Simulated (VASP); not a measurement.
Runs of VASP 6.6.1 on RbBr. The structure is that of space group Pm-3m (No. 221), or close to it. The cells are those of the table. 

```csv
level,cell,k mesh,smearing,grid for exact exchange (PRECFOCK),share of exact exchange,screening parameter,gap on the mesh (eV),pressure (GPa)
PBE,"a = 4.164, b = 4.164, c = 4.115 Å, 2 atoms",6 × 6 × 6,fermi-dirac 0.02 eV,-,-,-,(c),0.6
HSE06,"a = 3.988 Å, 2 atoms",4 × 4 × 4,gaussian 0.01 eV,Normal,0.25,0.2079 1/Å,5.68,(b)
PBE,"a = 4.128, b = 4.128, c = 4.056 Å, 2 atoms",6 × 6 × 6,fermi-dirac 0.02 eV,-,-,-,4.08,1.1
r2SCAN,"a = 4.128, b = 4.128, c = 4.056 Å, 2 atoms",6 × 6 × 6,gaussian 0.01 eV,-,-,-,(a),0.3
r2SCAN,"a = 4.164, b = 4.164, c = 4.115 Å, 2 atoms",6 × 6 × 6,gaussian 0.01 eV,-,-,-,4.74,-0.2
HSE06,"a = 4.128, b = 4.128, c = 4.056 Å, 2 atoms",4 × 4 × 4,gaussian 0.01 eV,Normal,0.25,0.2079 1/Å,5.27,(d)
```

Alike in all rows: task single point; potentials or basis VASP PAW PBE potentials, release 64 (Rb_sv, Br); no spin polarisation; cutoff (eV) 520.

Estimate the missing entries.

(a) 4.84; (b) 2.7; (c) 3.99; (d) 0.8.

Caveats: the structure was generated, so it needn't be the stable form of RbBr; the PAW data sets were made with another functional, which shifts forces and pressure a little (at least some runs).

A k mesh can miss the band edges, and the runs leave out spin-orbit coupling on Br, Rb.
